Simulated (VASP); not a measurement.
# Be (Cmcm) in VASP: further runs

The runs below take Be through single point, with PBEsol.

Everything below comes from runs of VASP 6.6.1. Logs are shortened: lines on timing, memory, paths and dates and some standing lists are left out, and cuts for length are marked.

## Step 1: The cell of the first run

The structure is orthorhombic, space group Cmcm (No. 63). The conventional cell has a = 2.300 Å, b = 4.182 Å, c = 3.601 Å, α = 90.00°, β = 90.00°, γ = 90.00°. Be (site symmetry m2m) has 12 Be at 2.25 to 2.39 Å within 3.0 Å.

## Step 2: Single point, PBEsol (strain +0.0500 x Voigt [0, 1, 0, 0, 0, 0])

Input file INCAR:

```
SYSTEM = Be
ALGO = Fast
EDIFF = 1E-7
ENCUT = 520
GGA = PS
ISIF = 2
ISMEAR = 0
LASPH = .TRUE.
LCHARG = .TRUE.
LELF = .TRUE.
LREAL = .FALSE.
LVHAR = .TRUE.
LWAVE = .FALSE.
NBANDS = 9
NELM = 100
PREC = Accurate
SIGMA = 0.15
```

Input file KPOINTS:

```
k-points
0
G
  24 24 14
  0 0 0
```

Input file POSCAR:

```
Be
1.0
    2.2995019849      0.0000000000      0.0000000000
   -1.1497509925      2.0909984917      0.0000000000
    0.0000000000      0.0000000000      3.6009000000
Be
2
Direct
    0.3333333333      0.6666666667      0.2500000000
    0.6666666667      0.3333333333      0.7500000000
```

Potentials or basis: VASP PAW PBE potentials, release 64 (Be).

Run with:

```
$ cat potpaw_PBE.64/Be/POTCAR > POTCAR
$ mpirun -np 1 vasp_std > vasp.out
```

OUTCAR:

```text
SYSTEM = Be
   EDIFF = 1E-7
   ENCUT = 520
   GGA = PS
   ISIF = 2
   ISMEAR = 0
   LASPH = .TRUE.
   LREAL = .FALSE.
   NELM = 100
   PREC = Accurate

 ion  position               nearest neighbor table
   1  0.333  0.667  0.250-   2 2.25   2 2.25   2 2.25   2 2.25   2 2.28   2 2.28
   2  0.667  0.333  0.750-   1 2.25   1 2.25   1 2.25   1 2.25   1 2.28   1 2.28

  LATTYP: Found a base centered orthorhombic cell.
 ALAT       =     2.2995019849
 B/A-ratio  =     1.8186533479
 C/A-ratio  =     1.5659477677

  Lattice vectors:

 A1 = (   1.1497509925,  -2.0909984917,   0.0000000000)
 A2 = (   1.1497509924,   2.0909984917,   0.0000000000)
 A3 = (   0.0000000000,   0.0000000000,   3.6009000000)

Analysis of symmetry for initial positions (statically):
=====================================================================
 Subroutine PRICEL returns:
 Original cell was already a primitive cell.

 Routine SETGRP: Setting up the symmetry group for a
 base centered orthorhombic supercell.

 Subroutine GETGRP returns: Found  8 space group operations
 (whereof  4 operations were pure point group operations)
 out of a pool of  8 trial point group operations.

The static configuration has the point symmetry C_2h.
 The point group associated with its full space group is D_2h.

Analysis of symmetry for dynamics (positions and initial velocities):
=====================================================================
 Subroutine PRICEL returns:
 Original cell was already a primitive cell.

 Routine SETGRP: Setting up the symmetry group for a
 base centered orthorhombic supercell.

 Subroutine GETGRP returns: Found  8 space group operations
 (whereof  4 operations were pure point group operations)
 out of a pool of  8 trial point group operations.

The dynamic configuration has the point symmetry C_2h.
 The point group associated with its full space group is D_2h.

 Subroutine INISYM returns: Found  8 space group operations
 (whereof  4 operations are pure point group operations),
 and found     1 'primitive' translations

----------------------------------------------------------------------------------------

                                     Primitive cell

  volume of cell :      17.3140

  direct lattice vectors                    reciprocal lattice vectors
     2.299501985  0.000000000  0.000000000     0.434876772  0.239120211  0.000000000
    -1.149750993  2.090998492  0.000000000     0.000000000  0.478240421  0.000000000
     0.000000000  0.000000000  3.600900000     0.000000000  0.000000000  0.277708351

  length of vectors
     2.299501985  2.386252719  3.600900000     0.496282462  0.478240421  0.277708351

  position of ions in fractional coordinates (direct lattice)
     0.333333333  0.666666667  0.250000000
     0.666666667  0.333333333  0.750000000

  ion indices of the primitive-cell ions
   primitive index   ion index
                 1           1
                 2           2

----------------------------------------------------------------------------------------

 KPOINTS: k-points

Automatic generation of k-mesh.
 Grid dimensions read from file:
 generate k-points for:   24   24   14

 Generating k-lattice:

  Cartesian coordinates                     Fractional coordinates (reciprocal lattice)
     0.018119865  0.009963342  0.000000000     0.041666667  0.000000000  0.000000000
     0.000000000  0.019926684  0.000000000     0.000000000  0.041666667  0.000000000
     0.000000000  0.000000000  0.019836311     0.000000000  0.000000000  0.071428571

  Length of vectors
     0.020678436  0.019926684  0.019836311

  Shift w.r.t. Gamma in fractional coordinates (k-lattice)
     0.000000000  0.000000000  0.000000000

 Subroutine IBZKPT returns following result:
 ===========================================

 Found   1256 irreducible k-points:

 Following reciprocal coordinates:
            Coordinates               Weight
  0.000000  0.000000  0.000000      1.000000
  0.041667  0.000000  0.000000      4.000000
  0.083333  0.000000  0.000000      4.000000
  0.125000  0.000000  0.000000      4.000000
  0.166667  0.000000  0.000000      4.000000
  0.208333 -0.000000  0.000000      4.000000
[... 16 lines left out ...]
  0.375000  0.041667  0.000000      4.000000
  0.416667  0.041667  0.000000      4.000000
 [... further k-points ...]
   k-points           NKPTS =   1256   k-points in BZ     NKDIM =   1256   number of bands    NBANDS=      9
   number of dos      NEDOS =    301   number of ions     NIONS =      2
   total plane-waves  NPLWV =   9072
   dimension x,y,z NGX =    18 NGY =   18 NGZ =   28
   dimension x,y,z NGXF=    36 NGYF=   36 NGZF=   56
   ions per type =               2
   NGX,Y,Z   is equivalent  to a cutoff of  13.01, 12.54, 12.93 a.u.
   NGXF,Y,Z  is equivalent  to a cutoff of  26.03, 25.08, 25.85 a.u.
 SYSTEM =  Be
   PREC   = accura    normal or accurate (medium, high low for compatibility)
   ISTART =      0    job   : 0-new  1-cont  2-samecut
   ICHARG =      2    charge: 1-file 2-atom 10-const
   ISPIN  =      1    spin polarized calculation?
   LNONCOLLINEAR =      F non collinear calculations
   LSORBIT =      F    spin-orbit coupling
   LASPH  =      T    aspherical Exc in radial PAW
   ENCUT  =  520.0 eV  38.22 Ry    6.18 a.u.   4.28  4.44  6.70*2*pi/ulx,y,z
   NELM   =    100;   NELMIN=  2; NELMDL= -5     # of ELM steps
   EDIFF  = 0.1E-06   stopping-criterion for ELM
   LREAL  =      F    real-space projection
   EDIFFG = 0.1E-05   stopping-criterion for IOM
   NSW    =      0    number of steps for IOM
   IBRION =     -1    ionic relax: 0-MD 1-quasi-New 2-CG
   NFREE  =      0    steps in history (QN), initial steepest desc. (CG)
   ISIF   =      2    stress and relaxation
   ISYM   =      2    0-nonsym 1-usesym 2-fastsym
   POTIM  = 0.5000    time-step for ionic-motion
   TEBEG  =    0.0;   TEEND  =   0.0 temperature during run
   PSTRESS=    0.0 pullay stress
   NELECT =       4.0000    total number of electrons
   NUPDOWN=      -1.0000    fix difference up-down
   EMIN   =  10.00;   EMAX   =-10.00  energy-range for DOS
   EFERMI =   0.00;   METHOD = LEGACY
   ISMEAR =     0;   SIGMA  =   0.15  broadening in eV -4-tet -1-fermi 0-gaus
   EFERMI_NEDOS =   21; number of points for ismear=-14 and -15
   IALGO  =     68    algorithm
   IMIX   =      4    mixing-type and parameters
     AMIX     =   0.40;   BMIX     =  1.00
     AMIX_MAG =   1.60;   BMIX_MAG =  1.00
  volume/ion in A,a.u.               =       8.66        58.42
  Fermi-wavevector in a.u.,A,eV,Ry     =   1.004528  1.898282 13.729315  1.009076
  Thomas-Fermi vector in A             =   2.137149
   LORBIT       =      0    0 simple, 1 ext, 2 COOP (PROOUT), +10 PAW based schemes
   GGA     = PS    functional components
   LHFCALC =     F    Hartree Fock is set to
   AEXX    =    0.0000 exact exchange contribution
   IVDW    =     0    specifies the selected vdW correction
   LEPSILON=     F    determine dielectric tensor
   LRPA    =     F    only Hartree local field effects (RPA)
 non-spin polarized calculation
 RMM-DIIS sequential band-by-band and
 Gauss-broadening in eV      SIGMA  =   0.15
  energy-cutoff  :      520.00
  volume of cell :       17.31
 maximum number of plane-waves:       488
 NGX is ok and might be reduce to    18
   NGX =  9   NGY =  9   NGZ = 13

 number of electron       4.0000000 magnetization

 Free energy of the ion-electron system (eV)
  ---------------------------------------------------
  ext. energy  EPLUGINS =         0.00000000
  ---------------------------------------------------
  free energy    TOTEN  =        -7.92059916 eV

  energy without entropy =       -7.91912603  energy(sigma->0) =       -7.91986259

 E-fermi :   6.2984     XC(G=0): -10.3129

 val. band max:        6.2890132389   @ k =   0.2917   0.3333   0.2143
 cond. band min:       6.3162005317   @ k =   0.3333   0.0000   0.0000
 fundamental gap:      0.0271872928
 Fermi energy:         6.2983987467

 k-point     1 :       0.0000    0.0000    0.0000
  band No.  band energies     occupation
      1      -4.5524      2.00000
      2       2.4208      2.00000
      3       7.6288      0.00000
      4      19.9845      0.00000
      5      21.2015      0.00000
      6      22.7849      0.00000
      7      24.0477      0.00000
      8      26.2342      0.00000
      9      31.7258      0.00000

 k-point     2 :       0.0417    0.0000    0.0000
  band No.  band energies     occupation
      1      -4.5041      2.00000
      2       2.4825      2.00000
      3       7.6448      0.00000
      4      19.7386      0.00000
      5      20.7558      0.00000
      6      23.0493      0.00000
      7      23.9651      0.00000
      8      26.1271      0.00000
      9      30.7131      0.00000

 k-point     3 :       0.0833    0.0000    0.0000
  band No.  band energies     occupation
      1      -4.3590      2.00000
      2       2.6676      2.00000
      3       7.6908      0.00000
      4      19.1218      0.00000
      5      19.7292      0.00000
      6      23.4091      0.00000
      7      23.8179      0.00000
      8      25.7900      0.00000
      9      29.3506      0.00000

 k-point     4 :       0.1250    0.0000    0.0000
  band No.  band energies     occupation
      1      -4.1170      2.00000
      2       2.9756      2.00000
      3       7.7607      0.00000
      4      18.2852      0.00000
      5      18.4231      0.00000
      6      23.4695      0.00000
      7      23.7764      0.00000
      8      25.1795      0.00000
      9      27.7930      0.00000
[... 205 lines left out ...]
 k-point    22 :       0.3333    0.0417    0.0000
  band No.  band energies     occupation
      1      -1.0601      2.00000
      2       6.6123      0.00308
      3       6.8102      0.00000
      4      12.1376      0.00000
      5      14.3438      0.00000
      6      17.2646      0.00000
      7      19.1753      0.00000
      8      22.0700      0.00000
      9      24.0009      0.00000

 k-point    23 :       0.3750    0.0417    0.0000
  band No.  band energies     occupation
      1      -0.2166      2.00000
      2       5.5875      2.00000
      3       7.8493      0.00000
      4      12.2431      0.00000
      5      13.9573      0.00000
      6      15.6282      0.00000
      7      18.0875      0.00000
      8      21.8321      0.00000
      9      23.9254      0.00000

 k-point    24 :       0.4167    0.0417    0.0000
  band No.  band energies     occupation
      1       0.6795      2.00000
      2       4.4930      2.00000
      3       8.9329      0.00000
      4      12.5838      0.00000
      5      13.6373      0.00000
      6      14.1296      0.00000
      7      17.2180      0.00000
      8      21.6711      0.00000
      9      23.8743      0.00000

 [... further k-points ...]

------------------------ aborting loop because EDIFF is reached ----------------------------------------

  FORCE on cell =-STRESS in cart. coord.  units (eV):
  Direction    XX          YY          ZZ          XY          YZ          ZX
  --------------------------------------------------------------------------------------
  -------------------------------------------------------------------------------------
  Total       -0.6683289     -1.9315785     -0.5361313      0.0000000      0.0000000      0.0000000
  in kB      -61.8446704   -178.7410756    -49.6115920      0.0000000      0.0000000      0.0000000
  external PRESSURE =     -96.7324460 kB  Pullay stress =       0.0000000 kB

 VOLUME and BASIS-vectors are now :
 -----------------------------------------------------------------------------
  energy-cutoff  :      520.00
  volume of cell :       17.31
      direct lattice vectors                 reciprocal lattice vectors
     2.299501985  0.000000000  0.000000000     0.434876772  0.239120211  0.000000000
    -1.149750993  2.090998492  0.000000000     0.000000000  0.478240421  0.000000000
     0.000000000  0.000000000  3.600900000     0.000000000  0.000000000  0.277708351

 POSITION                                       TOTAL-FORCE (eV/Angst)
 -----------------------------------------------------------------------------------
     -0.00000      1.39400      0.90023        -0.000000      0.080149      0.000000
      1.14975      0.69700      2.70068         0.000000     -0.080149     -0.000000
 -----------------------------------------------------------------------------------
    total drift:                               -0.000000      0.000000     -0.000000

  FREE ENERGIE OF THE ION-ELECTRON SYSTEM (eV)
  ---------------------------------------------------
  free  energy   TOTEN  =        -7.9205991605 eV

  energy  without entropy=       -7.9191260282  energy(sigma->0) =       -7.91986259
```

It took 1.8 min on 1 thread of Intel Xeon Platinum 8488C (Sapphire Rapids), shared host; peak memory 0.26 GiB.

What came out:

* Free energy: -7.9206 eV
* Pressure: -9.7 GPa
* Largest force: 0.080 eV/Å
* Band gap on the k mesh: zero (bands 2 and 3 overlap by 2.08 eV)

Forces on the atoms (eV/Å):
```
Be   0.000  0.080  0.000
Be   0.000 -0.080  0.000
```

Stress tensor (GPa, compression positive):
```
 -6.18   0.00   0.00
  0.00 -17.87   0.00
  0.00   0.00  -4.96
```

Levels at points of the mesh, in eV from the Fermi level:
```csv
k point,band 1,band 2,band 3,band 4,band 5
"(0.00, 0.00, 0.00)",-10.85,-3.88,1.33,13.69,14.90
"(0.50, 0.00, 0.00)",-4.66,-2.97,3.71,6.43,6.66
"(0.00, 0.50, 0.00)",-5.05,-3.55,3.00,6.00,6.20
"(0.00, 0.00, 0.50)",-8.69,-8.69,10.82,10.82,15.36
"(0.50, 0.00, 0.50)",-3.28,-3.28,1.47,1.47,10.40
"(0.00, 0.50, 0.50)",-3.68,-3.68,0.77,0.77,11.97
```

Caveat: the cell differs from its parent crystal (strain +0.0500 x Voigt [0, 1, 0, 0, 0, 0]); the stress differs along the axes, from -18 to -5 GPa; the PAW data sets were made with another functional, which shifts forces and pressure a little.

## Step 3: Single point, PBEsol (strain +0.0750 x Voigt [0, 1, 0, 0, 0, 0])

Input file INCAR:

```
SYSTEM = Be
PREC = Accurate
ENCUT = 520
EDIFF = 1E-6
ISMEAR = 0
SIGMA = 0.15
LREAL = .False.
LASPH = .True.
NELM = 60
ALGO = Fast
ISIF = 2
LWAVE = .False.
LCHARG = .False.
GGA = PS
NBANDS = 9
```

Input file KPOINTS:

```
Automatic mesh
0
Gamma
  24 24 14
  0 0 0
```

Input file POSCAR:

```
Be
1.0
    2.2995019849      0.0000000000      0.0000000000
   -1.1497509925      2.1407841701      0.0000000000
    0.0000000000      0.0000000000      3.6009000000
Be
2
Direct
    0.3333333333      0.6666666667      0.2500000000
    0.6666666667      0.3333333333      0.7500000000
```

Potentials or basis: VASP PAW PBE potentials, release 64 (Be).

Run with:

```
$ cat potpaw_PBE.64/Be/POTCAR > POTCAR
$ mpirun -np 1 vasp_std > vasp.out
```

Wall time 82 s (1 thread of Intel Xeon Platinum 8488C (Sapphire Rapids), shared host); peak memory 0.26 GiB.

The run converged. Its results:

```
Free energy            : -7.8679 eV
Pressure               : -11.3 GPa
Largest force          : 0.099 eV/Å
Band gap on the k mesh : zero (bands 2 and 3 overlap by 2.03 eV)
```

Forces in eV/Å, atoms in the order of the input:
```
Be   0.000  0.099  0.000
Be   0.000 -0.099  0.000
```

Stress tensor (GPa, compression positive):
```
 -5.80   0.00   0.00
  0.00 -22.94   0.00
  0.00   0.00  -5.22
```

Levels at points of the mesh, in eV from the Fermi level:
| k point | band 1 | band 2 | band 3 | band 4 | band 5 | band 6 | band 7 |
| --- | --- | --- | --- | --- | --- | --- | --- |
| (0.00, 0.00, 0.00) | -10.76 | -3.73 | 1.42 | 12.82 | 14.67 | 15.62 | 17.54 |
| (0.50, 0.00, 0.00) | -4.59 | -2.94 | 3.77 | 6.43 | 6.61 | 7.37 | 9.68 |
| (0.00, 0.50, 0.00) | -5.15 | -3.78 | 2.73 | 5.81 | 6.02 | 9.01 | 9.58 |
| (0.00, 0.00, 0.50) | -8.58 | -8.58 | 10.90 | 10.90 | 14.54 | 14.54 | 16.29 |
| (0.50, 0.00, 0.50) | -3.21 | -3.21 | 1.46 | 1.46 | 9.85 | 9.85 | 14.61 |
| (0.00, 0.50, 0.50) | -3.78 | -3.78 | 0.43 | 0.43 | 12.11 | 12.11 | 14.54 |

Caveat: the cell differs from its parent crystal (strain +0.0750 x Voigt [0, 1, 0, 0, 0, 0]); the stress differs along the axes, from -23 to -5 GPa; the PAW data sets were made with another functional, which shifts forces and pressure a little.

The gap in the log of VASP goes by the Fermi energy; the results here count the filled bands.